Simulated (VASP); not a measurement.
Runs of VASP 6.6.1 on Ni. The structure is that of space group Im-3m (No. 229), or close to it. The cells are those of the table. This isn't the form of Ni at room conditions, which is fcc.

| cell | gap on the mesh (eV) | pressure (GPa) | moment (μB) |
| --- | --- | --- | --- |
| a = 2.419 Å, angles 109.5°, 1 atom | none | -5.3 | (b) |
| a = 2.397 Å, angles 109.5°, 1 atom | none | 0.0 | 0.62 |
| a = 2.442 Å, angles 109.5°, 1 atom | none | -10.4 | 0.65 |
| a = 2.395 Å, angles 109.5°, 1 atom | none | 0.5 | 0.62 |
| a = 2.473 Å, angles 109.5°, 1 atom | none | (a) | 0.66 |

Alike in all rows: task single point; level r2SCAN; potentials or basis VASP PAW PBE potentials, release 64 (Ni); spin collinear, ferromagnetic start; k mesh 22 × 22 × 22; cutoff (eV) 520; smearing gaussian 0.1 eV.

Problem. Fill in the values left out.

Solution. (a) -15.6; (b) 0.64.

Caveats: the PAW data sets were made with another functional, which shifts forces and pressure a little; the cell stands under tension (at least some runs).

A gap of «none» marks levels without a gap at the run's occupations.
